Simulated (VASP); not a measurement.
# ZnSe (I-4m2) in VASP: relaxation of the atoms with PBE

Aim: the relaxation of the atoms of ZnSe with PBE.

Program: VASP 6.6.1. These are calculated values, not measurements. Logs are shortened: lines on timing, memory, paths and dates and some standing lists are left out, and cuts for length are marked.

## Step 1: The cell of the first run

The structure is tetragonal, space group I-4m2 (No. 119). Conventional cell: a = 4.008 Å, b = 4.008 Å, c = 5.724 Å, α = 90.00°, β = 90.00°, γ = 90.00°. Zn (site symmetry -4m2) has 4 Se at 2.46 Å within 3.3 Å. Within 3.3 Å of Se (site symmetry -4m2) lie 4 Zn at 2.46 Å.

## Step 2: Relaxation of the atoms, PBE (z stretched by +1 %)

File INCAR:

```
SYSTEM = ZnSe
ALGO = Normal
EDIFF = 1E-7
EDIFFG = -0.02
ENCUT = 450
GGA = PE
GGA_COMPAT = .FALSE.
IBRION = 2
ISIF = 2
ISMEAR = -1
LASPH = .TRUE.
LCHARG = .FALSE.
LREAL = .FALSE.
LWAVE = .FALSE.
NELM = 120
NELMIN = 4
NSW = 80
PREC = Accurate
SIGMA = 0.02
```

File KPOINTS:

```
k-points
0
G
  13 13 13
  0 0 0
```

File POSCAR:

```
ZnSe
1.0
    0.0000000000      2.8338000000      2.8621380000
    2.8338000000      0.0000000000      2.8621380000
    2.8338000000      2.8338000000      0.0000000000
Zn Se
1 1
Direct
    0.0000000000      0.0000000000      0.0000000000
    0.2500000000      0.2500000000      0.2500000000
```

Potentials or basis: VASP PAW PBE potentials, release 64 (Zn, Se).

Run with:

```
cat potpaw_PBE.64/Zn/POTCAR potpaw_PBE.64/Se/POTCAR > POTCAR
mpirun -np 1 vasp_std > vasp.out
```

OUTCAR:

```text
SYSTEM = ZnSe
   EDIFF = 1E-7
   EDIFFG = -0.02
   ENCUT = 450
   GGA = PE
   IBRION = 2
   ISIF = 2
   ISMEAR = -1
   LASPH = .TRUE.
   LREAL = .FALSE.
   NELM = 120
   NELMIN = 4
   NSW = 80
   PREC = Accurate

 ion  position               nearest neighbor table
   1  0.000  0.000  0.000-   2 2.46   2 2.46   2 2.46   2 2.46
   2  0.250  0.250  0.250-   1 2.46   1 2.46   1 2.46   1 2.46

  LATTYP: Found a body centered tetragonal cell.
 ALAT       =     4.0075983931
 C/A-ratio  =     1.4283556980

  Lattice vectors:

 A1 = (  -2.8338000000,   0.0000000000,   2.8621380000)
 A2 = (   2.8338000000,   0.0000000000,   2.8621380000)
 A3 = (   0.0000000000,   2.8338000000,  -2.8621380000)

Analysis of symmetry for initial positions (statically):
=====================================================================
 Subroutine PRICEL returns:
 Original cell was already a primitive cell.

 Routine SETGRP: Setting up the symmetry group for a
 body centered tetragonal supercell.

 Subroutine GETGRP returns: Found  8 space group operations
 (whereof  8 operations were pure point group operations)
 out of a pool of 16 trial point group operations.

The static configuration has the point symmetry D_2d.

Analysis of symmetry for dynamics (positions and initial velocities):
=====================================================================
 Subroutine PRICEL returns:
 Original cell was already a primitive cell.

 Routine SETGRP: Setting up the symmetry group for a
 body centered tetragonal supercell.

 Subroutine GETGRP returns: Found  8 space group operations
 (whereof  8 operations were pure point group operations)
 out of a pool of 16 trial point group operations.

The dynamic configuration has the point symmetry D_2d.

 Subroutine INISYM returns: Found  8 space group operations
 (whereof  8 operations are pure point group operations),
 and found     1 'primitive' translations

----------------------------------------------------------------------------------------

                                     Primitive cell

  volume of cell :      45.9684

  direct lattice vectors                    reciprocal lattice vectors
     0.000000000  2.833800000  2.862138000    -0.176441527  0.176441527  0.174694581
     2.833800000  0.000000000  2.862138000     0.176441527 -0.176441527  0.174694581
     2.833800000  2.833800000  0.000000000     0.176441527  0.176441527 -0.174694581

  length of vectors
     4.027686230  4.027686230  4.007598393     0.304600430  0.304600430  0.304600430

  position of ions in fractional coordinates (direct lattice)
     0.000000000  0.000000000  0.000000000
     0.250000000  0.250000000  0.250000000

  ion indices of the primitive-cell ions
   primitive index   ion index
                 1           1
                 2           2

----------------------------------------------------------------------------------------

 KPOINTS: k-points

Automatic generation of k-mesh.
 Grid dimensions read from file:
 generate k-points for:   13   13   13

 Generating k-lattice:

  Cartesian coordinates                     Fractional coordinates (reciprocal lattice)
    -0.013572425  0.013572425  0.013438045     0.076923077  0.000000000  0.000000000
     0.013572425 -0.013572425  0.013438045     0.000000000  0.076923077  0.000000000
     0.013572425  0.013572425 -0.013438045    -0.000000000 -0.000000000  0.076923077

  Length of vectors
     0.023430802  0.023430802  0.023430802

  Shift w.r.t. Gamma in fractional coordinates (k-lattice)
     0.000000000  0.000000000  0.000000000

 Subroutine IBZKPT returns following result:
 ===========================================

 Found    196 irreducible k-points:

 Following reciprocal coordinates:
            Coordinates               Weight
  0.000000  0.000000  0.000000      1.000000
  0.076923 -0.000000  0.000000      8.000000
  0.153846  0.000000  0.000000      8.000000
  0.230769 -0.000000  0.000000      8.000000
  0.307692  0.000000  0.000000      8.000000
  0.384615 -0.000000  0.000000      8.000000
[... 16 lines left out ...]
  0.384615  0.153846  0.000000      8.000000
  0.461538  0.153846  0.000000      8.000000
 [... further k-points ...]
   k-points           NKPTS =    196   k-points in BZ     NKDIM =    196   number of bands    NBANDS=     13
   number of dos      NEDOS =    301   number of ions     NIONS =      2
   total plane-waves  NPLWV =  21952
   dimension x,y,z NGX =    28 NGY =   28 NGZ =   28
   dimension x,y,z NGXF=    56 NGYF=   56 NGZF=   56
   ions per type =               1   1
   NGX,Y,Z   is equivalent  to a cutoff of  11.56, 11.56, 11.62 a.u.
   NGXF,Y,Z  is equivalent  to a cutoff of  23.11, 23.11, 23.23 a.u.
 SYSTEM =  ZnSe
   PREC   = accura    normal or accurate (medium, high low for compatibility)
   ISTART =      0    job   : 0-new  1-cont  2-samecut
   ICHARG =      2    charge: 1-file 2-atom 10-const
   ISPIN  =      1    spin polarized calculation?
   LNONCOLLINEAR =      F non collinear calculations
   LSORBIT =      F    spin-orbit coupling
   LASPH  =      T    aspherical Exc in radial PAW
   ENCUT  =  450.0 eV  33.07 Ry    5.75 a.u.   6.97  6.97  6.93*2*pi/ulx,y,z
   NELM   =    120;   NELMIN=  4; NELMDL= -5     # of ELM steps
   EDIFF  = 0.1E-06   stopping-criterion for ELM
   LREAL  =      F    real-space projection
   EDIFFG = -.2E-01   stopping-criterion for IOM
   NSW    =     80    number of steps for IOM
   IBRION =      2    ionic relax: 0-MD 1-quasi-New 2-CG
   NFREE  =      1    steps in history (QN), initial steepest desc. (CG)
   ISIF   =      2    stress and relaxation
   ISYM   =      2    0-nonsym 1-usesym 2-fastsym
   POTIM  = 0.5000    time-step for ionic-motion
   TEBEG  =    0.0;   TEEND  =   0.0 temperature during run
   PSTRESS=    0.0 pullay stress
   NELECT =      18.0000    total number of electrons
   NUPDOWN=      -1.0000    fix difference up-down
   EMIN   =  10.00;   EMAX   =-10.00  energy-range for DOS
   EFERMI =   0.00;   METHOD = LEGACY
   ISMEAR =    -1;   SIGMA  =   0.02  broadening in eV -4-tet -1-fermi 0-gaus
   EFERMI_NEDOS =   21; number of points for ismear=-14 and -15
   IALGO  =     38    algorithm
   IMIX   =      4    mixing-type and parameters
     AMIX     =   0.40;   BMIX     =  1.00
     AMIX_MAG =   1.60;   BMIX_MAG =  1.00
  volume/ion in A,a.u.               =      22.98       155.10
  Fermi-wavevector in a.u.,A,eV,Ry     =   1.197694  2.263314 19.517174  1.434472
  Thomas-Fermi vector in A             =   2.333603
   LORBIT       =      0    0 simple, 1 ext, 2 COOP (PROOUT), +10 PAW based schemes
   GGA     = PE    functional components
   LHFCALC =     F    Hartree Fock is set to
   AEXX    =    0.0000 exact exchange contribution
   IVDW    =     0    specifies the selected vdW correction
   LEPSILON=     F    determine dielectric tensor
   LRPA    =     F    only Hartree local field effects (RPA)
 conjugate gradient relaxation of ions
 non-spin polarized calculation
  energy-cutoff  :      450.00
  volume of cell :       45.97
 maximum number of plane-waves:      1018
   NGX = 13   NGY = 13   NGZ = 13

 number of electron      18.0000015 magnetization

 Free energy of the ion-electron system (eV)
  ---------------------------------------------------
  ext. energy  EPLUGINS =         0.00000000
  ---------------------------------------------------
  free energy    TOTEN  =        -6.02565047 eV

  energy without entropy =       -6.02565047  energy(sigma->0) =       -6.02565047

 E-fermi :   1.9438     XC(G=0):  -9.2767

 val. band max:        1.5398294436   @ k =   0.0000   0.0000   0.0000
 cond. band min:       2.7775479611   @ k =   0.0000   0.0000   0.0000
 fundamental gap:      1.2377185175
 Fermi energy:         1.9437820686

 k-point     1 :       0.0000    0.0000    0.0000
  band No.  band energies     occupation
      1     -11.6681      2.00000
      2      -4.9849      2.00000
      3      -4.9805      2.00000
      4      -4.9805      2.00000
      5      -4.6220      2.00000
      6      -4.6205      2.00000
      7       1.5030      2.00000
      8       1.5398      2.00000
      9       1.5398      2.00000
     10       2.7775      0.00000
     11       7.3310      0.00000
     12       7.3310      0.00000
     13       7.3351      0.00000

 k-point     2 :       0.0769   -0.0000    0.0000
  band No.  band energies     occupation
      1     -11.6299      2.00000
      2      -4.9810      2.00000
      3      -4.9762      2.00000
      4      -4.9743      2.00000
      5      -4.6226      2.00000
      6      -4.6212      2.00000
      7       0.8670      2.00000
      8       1.4546      2.00000
      9       1.4812      2.00000
     10       3.3263      0.00000
     11       7.2685      0.00000
     12       7.4352      0.00000
     13       7.4373      0.00000

 k-point     3 :       0.1538    0.0000    0.0000
  band No.  band energies     occupation
      1     -11.5211      2.00000
      2      -4.9690      2.00000
      3      -4.9605      2.00000
      4      -4.9577      2.00000
      5      -4.6233      2.00000
      6      -4.6225      2.00000
      7      -0.1873      2.00000
      8       1.2950      2.00000
      9       1.3280      2.00000
     10       3.9723      0.00000
     11       7.3353      0.00000
     12       7.6831      0.00000
     13       7.6882      0.00000
[... 305 lines left out ...]
 k-point    23 :       0.3846    0.1538    0.0000
  band No.  band energies     occupation
      1     -11.0239      2.00000
      2      -4.9207      2.00000
      3      -4.8705      2.00000
      4      -4.8009      2.00000
      5      -4.6162      2.00000
      6      -4.5992      2.00000
      7      -2.4528      2.00000
      8       0.1178      2.00000
      9       0.3869      2.00000
     10       5.1579      0.00000
     11       7.0641      0.00000
     12       8.5756      0.00000
     13       8.9660      0.00000

 k-point    24 :       0.4615    0.1538    0.0000
  band No.  band energies     occupation
      1     -10.8889      2.00000
      2      -4.9015      2.00000
      3      -4.8613      2.00000
      4      -4.6929      2.00000
      5      -4.5994      2.00000
      6      -4.5503      2.00000
      7      -3.0998      2.00000
      8      -0.1567      2.00000
      9       0.3550      2.00000
     10       5.1013      0.00000
     11       7.2624      0.00000
     12       8.8270      0.00000
     13       9.2600      0.00000

 [... further k-points ...]

------------------------ aborting loop because EDIFF is reached ----------------------------------------

  FORCE on cell =-STRESS in cart. coord.  units (eV):
  Direction    XX          YY          ZZ          XY          YZ          ZX
  --------------------------------------------------------------------------------------
  -------------------------------------------------------------------------------------
  Total        0.4949480      0.4949480      0.3972737      0.0000000     -0.0000000      0.0000000
  in kB       17.2508787     17.2508787     13.8465462      0.0000000     -0.0000000      0.0000000
  external PRESSURE =      16.1161012 kB  Pullay stress =       0.0000000 kB

 VOLUME and BASIS-vectors are now :
 -----------------------------------------------------------------------------
  energy-cutoff  :      450.00
  volume of cell :       45.97
      direct lattice vectors                 reciprocal lattice vectors
     0.000000000  2.833800000  2.862138000    -0.176441527  0.176441527  0.174694581
     2.833800000  0.000000000  2.862138000     0.176441527 -0.176441527  0.174694581
     2.833800000  2.833800000  0.000000000     0.176441527  0.176441527 -0.174694581

 POSITION                                       TOTAL-FORCE (eV/Angst)
 -----------------------------------------------------------------------------------
      0.00000      0.00000      0.00000         0.000000      0.000000      0.000000
      1.41690      1.41690      1.43107        -0.000000     -0.000000      0.000000
 -----------------------------------------------------------------------------------
    total drift:                                0.000000      0.000000      0.000001

  FREE ENERGIE OF THE ION-ELECTRON SYSTEM (eV)
  ---------------------------------------------------
  free  energy   TOTEN  =        -6.0256504717 eV

  energy  without entropy=       -6.0256504717  energy(sigma->0) =       -6.02565047

 reached required accuracy - stopping structural energy minimisation
```

It took 72 s on 1 thread of Intel Xeon Platinum 8259CL at 2.50GHz (Skylake/Cascade Lake), shared host; peak memory 0.24 GiB.

What came out:

```
Free energy             : -6.0257 eV
Pressure after relaxing : 1.6 GPa
Band gap on the k mesh  : 1.24 eV
```

Final structure:
```yaml
crystal:
  lattice:
    - [0.00000, 2.83380, 2.86214]
    - [2.83380, 0.00000, 2.86214]
    - [2.83380, 2.83380, 0.00000]
  atoms:
    - { symbol: Zn, position: [0.00000, 0.00000, 0.00000] }
    - { symbol: Se, position: [0.25000, 0.25000, 0.25000] }
```

Caveat: the cell differs from its parent crystal (z stretched by +1 %).
